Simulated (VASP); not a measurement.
Write the native input for VASP 6.6.1 that does the following.

```
Task                   : single point
Functional             : LDA
Potentials or basis    : VASP PAW LDA potentials, release 64 (Ni, O)
Cutoff                 : 520 eV
k mesh                 : 7 × 7 × 7
Occupations            : fermi-dirac, width 0.05 eV
Spin                   : collinear spin, ferromagnetic start
Starting moments       : [1.0, 0.0] μB
Hubbard terms          : Ni d U = 2.0 eV
Dipole correction      : no
Further INCAR settings : ALGO = Normal; EDIFF = 1e-07; NBANDS = 19
```

The structure of NiO lies in POSCAR:

```
NiO
1.0
    0.0000000000      2.2406300000      2.2406300000
    2.2406300000      0.0000000000      2.2406300000
    2.2406300000      2.2406300000      0.0000000000
Ni O
1 1
Direct
    0.0000000000      0.0000000000      0.0000000000
    0.7500000000      0.7500000000      0.7500000000
```

These files were run (other wordings do the same):

INCAR

```
SYSTEM = NiO
ALGO = Normal
EDIFF = 1E-7
ENCUT = 520
ISIF = 2
ISMEAR = -1
ISPIN = 2
LASPH = .True.
LCHARG = .True.
LDAU = .True.
LDAUJ = 0 0
LDAUL = 2 -1
LDAUPRINT = 1
LDAUTYPE = 2
LDAUU = 2 0
LELF = .True.
LMAXMIX = 4
LORBIT = 11
LREAL = .False.
LVHAR = .True.
LWAVE = .False.
MAGMOM = 1 0
NBANDS = 19
NELM = 150
PREC = Accurate
SIGMA = 0.05
```

KPOINTS

```
k-points
0
Gamma
  7 7 7
  0 0 0
```

Potentials or basis: VASP PAW LDA potentials, release 64 (Ni, O).

Command:

```console
$ cat potpaw_LDA.64/Ni/POTCAR potpaw_LDA.64/O/POTCAR > POTCAR
$ mpirun -np 1 vasp_std > vasp.out
```

Results of the run:

```
Pressure                                              : -14.7 GPa
Band gap on the k mesh                                : zero (filled and empty bands overlap)
Net moment                                            : 2.00 μB per cell
Site moments                                          : Ni +1.56; O +0.38 μB
Valence electrons inside the program's atomic spheres : Ni 9.16; O 4.94
```

Caveat: a cell with one magnetic atom can't hold antiferromagnetic order, which such compounds often take.

Wall time 14 s on 1 thread of Intel(R) Xeon(R) Platinum 8488C (Sapphire Rapids), on a shared host, peak memory 0.14 GiB.
